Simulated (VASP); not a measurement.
CoO: single point with PBEsol+U

Crystal: CoO.

```
Co O
1.0
     1.60222    0.92504    2.56647
    -1.60222    0.92504    2.56647
     0.00000   -1.85008    2.56647
Co O
1 1
Direct
  0.99898 0.99898 0.99898
  0.75102 0.75102 0.75102
```

| Property | Result |
| --- | --- |
| Program | VASP 6.6.1 |
| Task | single point |
| Functional | PBEsol |
| Potentials or basis | VASP PAW PBE potentials, release 64 (Co, O) |
| Cutoff | 520 eV |
| k mesh | 10 × 10 × 10 |
| Occupations | fermi-dirac, width 0.05 eV |
| Spin | collinear spin, ferromagnetic start |
| Starting moments | [2.0, 0.0] μB |
| Hubbard terms | Co d U = 3.0 eV |

```
Pressure                                              : 3.6 GPa
Largest force                                         : 0.382 eV/Å
Band gap on the k mesh                                : 0.29 eV
Net moment                                            : 3.00 μB per cell
Site moments                                          : Co +2.67; O +0.22 μB
Valence electrons inside the program's atomic spheres : Co 8.03; O 5.01
```

Forces on the atoms (eV/Å):
```
Co   0.000  0.000  0.382
O    0.000  0.000 -0.382
```

Stress tensor (GPa, compression positive):
```
1.30 0.00 0.00
0.00 1.30 0.00
0.00 0.00 8.05
```

Levels at points of the mesh, in eV from the valence-band top:
Spin up:
```tsv
k point	band 6	band 7	band 8	band 9	band 10	band 11	band 12	band 13
(0.00, 0.00, 0.00)	-3.25	-0.10	-0.10	0.00	0.29	14.09	14.09	14.66
(0.50, 0.00, 0.00)	-3.27	-3.26	-0.88	-0.86	5.83	7.04	13.34	13.67
(0.50, 0.50, 0.00)	-2.95	-2.64	-2.45	-2.17	4.87	10.20	10.91	14.25
(0.50, 0.50, 0.50)	-3.32	-3.32	-1.00	-1.00	5.79	7.31	13.23	13.23
```
Spin down:
```
           k point  band 2  band 3  band 4  band 5  band 6  band 7  band 8  band 9  band 10  band 11
(0.00, 0.00, 0.00)   -4.17   -4.11   -4.11   -1.51   -1.51    1.03    3.88    3.88     3.95    14.66
(0.50, 0.00, 0.00)   -6.07   -4.22   -4.20   -1.06   -1.00    1.67    3.02    3.04     6.46     8.29
(0.50, 0.50, 0.00)   -6.38   -3.88   -3.88   -1.15   -0.67    0.38    2.36    2.40     6.94    10.82
(0.50, 0.50, 0.50)   -6.03   -4.21   -4.21   -0.96   -0.96    1.49    2.90    2.90     6.40     8.67
```

Eigenvalues of the final occupation matrices:
```csv
site,spin,trace,eigenvalues
site 1 d,1,4.91,0.97 0.97 0.99 0.99 0.99
site 1 d,2,2.32,0.14 0.14 0.15 0.94 0.94
```

Wall time 120 s on 1 thread of Intel Xeon 8259CL, on a shared host, peak memory 0.2 GiB.

Caveat: the cell stands under pressure; the PAW data sets were made with another functional, which shifts forces and pressure a little; a cell with one magnetic atom can't hold antiferromagnetic order, which such compounds often take. A k mesh can miss the band edges.
